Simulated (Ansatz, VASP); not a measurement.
# One calculation of TePb, two programs

```
CELL_PARAMETERS angstrom
4.45597 0.00000 0.00000
-2.22798 3.78180 0.00000
0.00000 0.00000 4.18920
ATOMIC_POSITIONS crystal
Pb 0.00000 0.00000 0.00000
Te 0.66667 0.33333 0.50000
```

Change from the starting cell: strain e2 = -0.02, atoms carried along.

Alike in both runs: task single point; functional PBE; k mesh 10 × 10 × 8; occupations gaussian, width 0.05 eV; no spin polarisation.

```csv
,VASP,Ansatz
version,VASP 6.6.1,Ansatz 0.2.0
potentials or method,"VASP PAW PBE potentials, release 64 (Pb_d, Te), cutoff 520 eV","scalar-relativistic, plane waves, PAW"
valence electrons in the cell,20,30
```

```csv
,VASP,Ansatz,Ansatz less VASP
gap on the k mesh at the Fermi level (eV),none,none,-
pressure (GPa),0.6,0.7,+0.04
"traceless stress, the component that is largest in VASP (GPa)",0.21,0.21,-0.001
rms of the force components (eV/Å),0.011,0.010,-0.0002
```

Atom by atom the forces differ by 0.000 eV/Å (rms over components). A gap of «none» marks a metal or a gap that the smearing closes. With one functional, cell and mesh, what is left measures potentials, basis and numerics. VASP's potentials hold 20 valence electrons a cell and Ansatz's 30, so a difference there can come from the potentials and not from the codes.

Neither program's run includes spin-orbit coupling.
